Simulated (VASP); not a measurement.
# Hf2Te3F2 (P4/mmm) in VASP: single point with PBE

Aim: the single point of Hf2Te3F2 with PBE.

All numbers are computed with VASP 6.6.1; they aren't measurements. Logs are shortened: lines on timing, memory, paths and dates and some standing lists are left out, and cuts for length are marked.

## Step 1: The cell of the first run

The structure is tetragonal, space group P4/mmm (No. 123). The conventional cell has a = 5.069 Å, b = 5.069 Å, c = 6.281 Å, α = 90.00°, β = 90.00°, γ = 90.00°. Within 3.3 Å of Hf (site symmetry 4/mmm) lie 4 Te at 2.53 Å. Hf (site symmetry 4/mmm) has 4 F at 2.53 Å and 2 Te at 3.14 Å within 3.3 Å. Te (site symmetry mmm) has 2 Hf at 2.53 Å and 2 Te at 2.53 Å and 2 F at 3.14 Å within 3.3 Å. Within 3.3 Å of Te (site symmetry 4/mmm) lie 4 Te at 2.53 Å and 2 Hf at 3.14 Å. F (site symmetry mmm) has 2 Hf at 2.53 Å and 2 Te at 3.14 Å within 3.3 Å.

## Step 2: Single point, PBE

The input, INCAR:

```
PREC = Accurate
ENCUT = 520
EDIFF = 1E-6
ISMEAR = 0
SIGMA = 0.1
LREAL = False
LASPH = True
NELM = 100
ALGO = Normal
ISIF = 2
LWAVE = False
LCHARG = True
GGA = PE
LELF = True
LVHAR = True
NBANDS = 35
```

The input, KPOINTS:

```
regular mesh
0
Gamma
  4 4 4
```

The input, POSCAR:

```
Hf2Te3F2
1.0
    5.0690378100      0.0000000000      0.0000000000
    0.0000000000      5.0690378100      0.0000000000
    0.0000000000      0.0000000000      6.2809221300
Hf Te F
2 3 2
Direct
    0.0000000000      0.0000000000      0.0000000000
    0.5000000000      0.5000000000      0.5000000000
    0.5000000000      0.0000000000      0.0000000000
    0.0000000000      0.5000000000      0.0000000000
    0.5000000000      0.5000000000      0.0000000000
    0.5000000000      0.0000000000      0.5000000000
    0.0000000000      0.5000000000      0.5000000000
```

Potentials or basis: VASP PAW PBE potentials, release 64 (Hf_pv, Te, F).

Started as:

```sh
$ cat potpaw_PBE.64/Hf_pv/POTCAR potpaw_PBE.64/Te/POTCAR potpaw_PBE.64/F/POTCAR > POTCAR
$ mpirun -np 1 vasp_std > vasp.out
```

OUTCAR:

```text
PREC = Accurate
   ENCUT = 520
   EDIFF = 1E-6
   ISMEAR = 0
   LREAL = False
   LASPH = True
   NELM = 100
   ISIF = 2
   GGA = PE

 ion  position               nearest neighbor table
   1  0.000  0.000  0.000-   3 2.53   4 2.53   4 2.53   3 2.53   5 3.58   5 3.58   5 3.58   5 3.58

   2  0.500  0.500  0.500-   6 2.53   7 2.53   6 2.53   7 2.53   5 3.14   5 3.14
   3  0.500  0.000  0.000-   1 2.53   5 2.53   5 2.53   1 2.53   4 3.58   4 3.58   4 3.58   4 3.58

   4  0.000  0.500  0.000-   1 2.53   5 2.53   1 2.53   5 2.53   3 3.58   3 3.58   3 3.58   3 3.58

   5  0.500  0.500  0.000-   3 2.53   4 2.53   3 2.53   4 2.53   2 3.14   2 3.14   1 3.58   1 3.58
                             1 3.58   1 3.58
   6  0.500  0.000  0.500-   2 2.53   2 2.53
   7  0.000  0.500  0.500-   2 2.53   2 2.53

  LATTYP: Found a simple tetragonal cell.
 ALAT       =     5.0690378100
 C/A-ratio  =     1.2390758099

  Lattice vectors:

 A1 = (   5.0690378100,   0.0000000000,   0.0000000000)
 A2 = (   0.0000000000,   5.0690378100,   0.0000000000)
 A3 = (   0.0000000000,   0.0000000000,   6.2809221300)

Analysis of symmetry for initial positions (statically):
=====================================================================
 Subroutine PRICEL returns:
 Original cell was already a primitive cell.

 Routine SETGRP: Setting up the symmetry group for a
 simple tetragonal supercell.

 Subroutine GETGRP returns: Found 16 space group operations
 (whereof 16 operations were pure point group operations)
 out of a pool of 16 trial point group operations.

The static configuration has the point symmetry D_4h.

Analysis of symmetry for dynamics (positions and initial velocities):
=====================================================================
 Subroutine PRICEL returns:
 Original cell was already a primitive cell.

 Routine SETGRP: Setting up the symmetry group for a
 simple tetragonal supercell.

 Subroutine GETGRP returns: Found 16 space group operations
 (whereof 16 operations were pure point group operations)
 out of a pool of 16 trial point group operations.

The dynamic configuration has the point symmetry D_4h.

 Subroutine INISYM returns: Found 16 space group operations
 (whereof 16 operations are pure point group operations),
 and found     1 'primitive' translations

----------------------------------------------------------------------------------------

                                     Primitive cell

  volume of cell :     161.3892

  direct lattice vectors                    reciprocal lattice vectors
     5.069037810  0.000000000  0.000000000     0.197276098  0.000000000  0.000000000
     0.000000000  5.069037810  0.000000000     0.000000000  0.197276098  0.000000000
     0.000000000  0.000000000  6.280922130     0.000000000  0.000000000  0.159212291

  length of vectors
     5.069037810  5.069037810  6.280922130     0.197276098  0.197276098  0.159212291

  position of ions in fractional coordinates (direct lattice)
     0.000000000  0.000000000  0.000000000
     0.500000000  0.500000000  0.500000000
     0.500000000  0.000000000  0.000000000
     0.000000000  0.500000000  0.000000000
     0.500000000  0.500000000  0.000000000
     0.500000000  0.000000000  0.500000000
     0.000000000  0.500000000  0.500000000

  ion indices of the primitive-cell ions
   primitive index   ion index
                 1           1
                 2           2
                 3           3
                 4           4
                 5           5
                 6           6
                 7           7

----------------------------------------------------------------------------------------

 KPOINTS: regular mesh

Automatic generation of k-mesh.
 Grid dimensions read from file:
 generate k-points for:    4    4    4

 Generating k-lattice:

  Cartesian coordinates                     Fractional coordinates (reciprocal lattice)
     0.049319025  0.000000000  0.000000000     0.250000000  0.000000000  0.000000000
     0.000000000  0.049319025  0.000000000     0.000000000  0.250000000  0.000000000
     0.000000000  0.000000000  0.039803073     0.000000000  0.000000000  0.250000000

  Length of vectors
     0.049319025  0.049319025  0.039803073

  Shift w.r.t. Gamma in fractional coordinates (k-lattice)
     0.000000000  0.000000000  0.000000000

 Subroutine IBZKPT returns following result:
 ===========================================

 Found     18 irreducible k-points:

 Following reciprocal coordinates:
            Coordinates               Weight
  0.000000  0.000000  0.000000      1.000000
  0.250000  0.000000  0.000000      4.000000
  0.500000  0.000000  0.000000      2.000000
  0.250000  0.250000  0.000000      4.000000
  0.500000  0.250000  0.000000      4.000000
  0.500000  0.500000  0.000000      1.000000
[... 10 lines left out ...]
  0.500000  0.250000  0.500000      4.000000
  0.500000  0.500000  0.500000      1.000000
   k-points           NKPTS =     18   k-points in BZ     NKDIM =     18   number of bands    NBANDS=     35
   number of dos      NEDOS =    301   number of ions     NIONS =      7
   total plane-waves  NPLWV =  76800
   dimension x,y,z NGX =    40 NGY =   40 NGZ =   48
   dimension x,y,z NGXF=    80 NGYF=   80 NGZF=   96
   ions per type =               2   3   2
   NGX,Y,Z   is equivalent  to a cutoff of  13.12, 13.12, 12.70 a.u.
   NGXF,Y,Z  is equivalent  to a cutoff of  26.24, 26.24, 25.41 a.u.
 SYSTEM =  unknown system
   PREC   = accura    normal or accurate (medium, high low for compatibility)
   ISTART =      0    job   : 0-new  1-cont  2-samecut
   ICHARG =      2    charge: 1-file 2-atom 10-const
   ISPIN  =      1    spin polarized calculation?
   LNONCOLLINEAR =      F non collinear calculations
   LSORBIT =      F    spin-orbit coupling
   LASPH  =      T    aspherical Exc in radial PAW
   ENCUT  =  520.0 eV  38.22 Ry    6.18 a.u.   9.43  9.43 11.68*2*pi/ulx,y,z
   NELM   =    100;   NELMIN=  2; NELMDL= -5     # of ELM steps
   EDIFF  = 0.1E-05   stopping-criterion for ELM
   LREAL  =      F    real-space projection
[... 7 lines left out ...]
   TEBEG  =    0.0;   TEEND  =   0.0 temperature during run
   PSTRESS=    0.0 pullay stress
   NELECT =      52.0000    total number of electrons
   NUPDOWN=      -1.0000    fix difference up-down
   EMIN   =  10.00;   EMAX   =-10.00  energy-range for DOS
   EFERMI =   0.00;   METHOD = LEGACY
   ISMEAR =     0;   SIGMA  =   0.10  broadening in eV -4-tet -1-fermi 0-gaus
   EFERMI_NEDOS =   21; number of points for ismear=-14 and -15
   IALGO  =     38    algorithm
   IMIX   =      4    mixing-type and parameters
     AMIX     =   0.40;   BMIX     =  1.00
     AMIX_MAG =   1.60;   BMIX_MAG =  1.00
  volume/ion in A,a.u.               =      23.06       155.59
  Fermi-wavevector in a.u.,A,eV,Ry     =   1.122323  2.120883 17.138014  1.259608
  Thomas-Fermi vector in A             =   2.258982
   LORBIT       =      0    0 simple, 1 ext, 2 COOP (PROOUT), +10 PAW based schemes
   GGA     = PE    functional components
   LHFCALC =     F    Hartree Fock is set to
   AEXX    =    0.0000 exact exchange contribution
   IVDW    =     0    specifies the selected vdW correction
   LEPSILON=     F    determine dielectric tensor
   LRPA    =     F    only Hartree local field effects (RPA)
 non-spin polarized calculation
 Gauss-broadening in eV      SIGMA  =   0.10
  energy-cutoff  :      520.00
  volume of cell :      161.39
 maximum number of plane-waves:      4376
 NGX is ok and might be reduce to    40
   NGX = 19   NGY = 19   NGZ = 23

 number of electron      52.0000007 magnetization

 Free energy of the ion-electron system (eV)
  ---------------------------------------------------
  ext. energy  EPLUGINS =         0.00000000
  ---------------------------------------------------
  free energy    TOTEN  =       -30.51489669 eV

  energy without entropy =      -30.49027793  energy(sigma->0) =      -30.50258731

 E-fermi :   6.1688     XC(G=0):  -9.5732

 val. band max:        6.1633890988   @ k =   0.5000   0.0000   0.0000
 cond. band min:       6.2043854134   @ k =   0.2500   0.2500   0.2500
 fundamental gap:      0.0409963146
 Fermi energy:         6.1688396147

 k-point     1 :       0.0000    0.0000    0.0000
  band No.  band energies     occupation
      1     -27.4992      2.00000
      2     -27.4992      2.00000
      3     -27.1100      2.00000
      4     -25.1938      2.00000
      5     -25.1430      2.00000
      6     -25.1430      2.00000
[... 27 lines left out ...]
     34       7.5994      0.00000
     35       8.7558      0.00000

 k-point     2 :       0.2500    0.0000    0.0000
  band No.  band energies     occupation
      1     -27.5042      2.00000
      2     -27.4991      2.00000
      3     -27.1099      2.00000
      4     -25.1929      2.00000
      5     -25.1418      2.00000
      6     -25.1397      2.00000
[... 27 lines left out ...]
     34       8.0027      0.00000
     35       8.7426      0.00000

 k-point     3 :       0.5000    0.0000    0.0000
  band No.  band energies     occupation
      1     -27.5093      2.00000
      2     -27.4991      2.00000
      3     -27.1099      2.00000
      4     -25.1920      2.00000
      5     -25.1407      2.00000
      6     -25.1364      2.00000
[... 27 lines left out ...]
     34       9.0421      0.00000
     35       9.2438      0.00000
[... 495 lines left out ...]
 k-point    17 :       0.5000    0.2500    0.5000
  band No.  band energies     occupation
      1     -27.5092      2.00000
      2     -27.5041      2.00000
      3     -27.1098      2.00000
      4     -25.1911      2.00000
      5     -25.1372      2.00000
      6     -25.1351      2.00000
[... 27 lines left out ...]
     34       9.0423      0.00000
     35       9.5555      0.00000

 k-point    18 :       0.5000    0.5000    0.5000
  band No.  band energies     occupation
      1     -27.5091      2.00000
      2     -27.5091      2.00000
      3     -27.1097      2.00000
      4     -25.1902      2.00000
      5     -25.1338      2.00000
      6     -25.1338      2.00000
[... 27 lines left out ...]
     34       8.9211      0.00000
     35       8.9211      0.00000

------------------------ aborting loop because EDIFF is reached ----------------------------------------

  FORCE on cell =-STRESS in cart. coord.  units (eV):
  Direction    XX          YY          ZZ          XY          YZ          ZX
  --------------------------------------------------------------------------------------
  -------------------------------------------------------------------------------------
  Total       39.1722064     39.1722064     -1.6624755      0.0000000      0.0000000      0.0000000
  in kB      388.8786913    388.8786913    -16.5040819      0.0000000      0.0000000      0.0000000
  external PRESSURE =     253.7511003 kB  Pullay stress =       0.0000000 kB

 VOLUME and BASIS-vectors are now :
 -----------------------------------------------------------------------------
  energy-cutoff  :      520.00
  volume of cell :      161.39
      direct lattice vectors                 reciprocal lattice vectors
     5.069037810  0.000000000  0.000000000     0.197276098  0.000000000  0.000000000
     0.000000000  5.069037810  0.000000000     0.000000000  0.197276098  0.000000000
     0.000000000  0.000000000  6.280922130     0.000000000  0.000000000  0.159212291

 POSITION                                       TOTAL-FORCE (eV/Angst)
 -----------------------------------------------------------------------------------
      0.00000      0.00000      0.00000         0.000000      0.000000      0.000000
      2.53452      2.53452      3.14046         0.000000      0.000000      0.000000
      2.53452      0.00000      0.00000         0.000000      0.000000      0.000000
      0.00000      2.53452      0.00000         0.000000      0.000000      0.000000
      2.53452      2.53452      0.00000         0.000000      0.000000      0.000000
      2.53452      0.00000      3.14046         0.000000      0.000000      0.000000
      0.00000      2.53452      3.14046         0.000000      0.000000      0.000000
 -----------------------------------------------------------------------------------
    total drift:                                0.000000      0.000000      0.000000

  FREE ENERGIE OF THE ION-ELECTRON SYSTEM (eV)
  ---------------------------------------------------
  free  energy   TOTEN  =       -30.5148966903 eV

  energy  without entropy=      -30.4902779349  energy(sigma->0) =      -30.50258731
```

Run time: 64 s. Hardware: 1 thread of Intel Xeon Platinum 8481C at 2.70GHz (Sapphire Rapids), shared host; peak memory 0.31 GiB.

Results:

```
Free energy            : -30.5149 eV
Pressure               : 25.4 GPa
Band gap on the k mesh : zero (band 26 reaches 6.45 eV, above the bottom of band 27 at 5.19 eV)
```

Caveat: spin-orbit coupling is left out, which moves the levels of the heavy elements.
